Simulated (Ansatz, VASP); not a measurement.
# ZnS: VASP beside Ansatz

```
Zn S
1.0
     0.00000    2.64847    2.64847
     2.64847    0.00000    2.64847
     2.64847    2.64847    0.00000
Zn S
1 1
Direct
  0.75000 0.75000 0.75000
  0.00000 0.00000 0.00000
```

Alike in both runs: task single point; functional LDA; k mesh 8 × 8 × 8; no spin polarisation.

|  | VASP | Ansatz |
| --- | --- | --- |
| version | VASP 6.6.1 | Ansatz 0.2.0 |
| potentials or method | VASP PAW LDA potentials, release 64 (Zn, S), cutoff 520 eV | all-electron LAPW, scalar-relativistic |
| occupations | gaussian, width 0.01 eV | fixed |

|  | VASP | Ansatz | Ansatz less VASP |
| --- | --- | --- | --- |
| gap on the k mesh at the Fermi level (eV) | 2.16 | 2.13 | -0.033 |
| pressure (GPa) | 0.3 | 0.0 | -0.25 |

LDA's correlation is that of Perdew and Zunger in VASP and of Perdew and Wang (1992) in Ansatz. Ansatz ran all-electron here, and VASP with PAW potentials.
